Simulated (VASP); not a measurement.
Input of a VASP 6.6.1 run:

INCAR

```
PREC = Accurate ; ENCUT = 520
EDIFF = 1E-6 ; ISMEAR = -1
SIGMA = 0.1 ; LREAL = F
LASPH = T ; NELM = 80
ALGO = Normal ; ISIF = 2
LWAVE = F ; LCHARG = T
LELF = T ; LVHAR = T
NBANDS = 18
```

The input KPOINTS:

```
regular mesh
0
Gamma
  12 12 12
```

Contents of POSCAR:

```
Au
1.0
    0.0000000000      2.5096782466      2.5096782466
    2.5096782466      0.0000000000      2.5096782466
    2.5096782466      2.5096782466      0.0000000000
Au
2
Direct
   -0.1250000000     -0.1250000000     -0.1250000000
    0.1250000000      0.1250000000      0.1250000000
```

Potentials or basis: VASP PAW LDA potentials, release 64 (Au).

Run with:

```bash
$ cat potpaw_LDA.64/Au/POTCAR > POTCAR
$ mpirun -np 1 vasp_std > vasp.out
```

Q: Predict the pressure.

A: 161.7 GPa.

Q: What does it give for the band gap on the k mesh?

A: Zero (bands 11 and 12 overlap by 0.77 eV).

Caveat: the cell stands under pressure; spin-orbit coupling is left out, which moves the levels of the heavy elements.
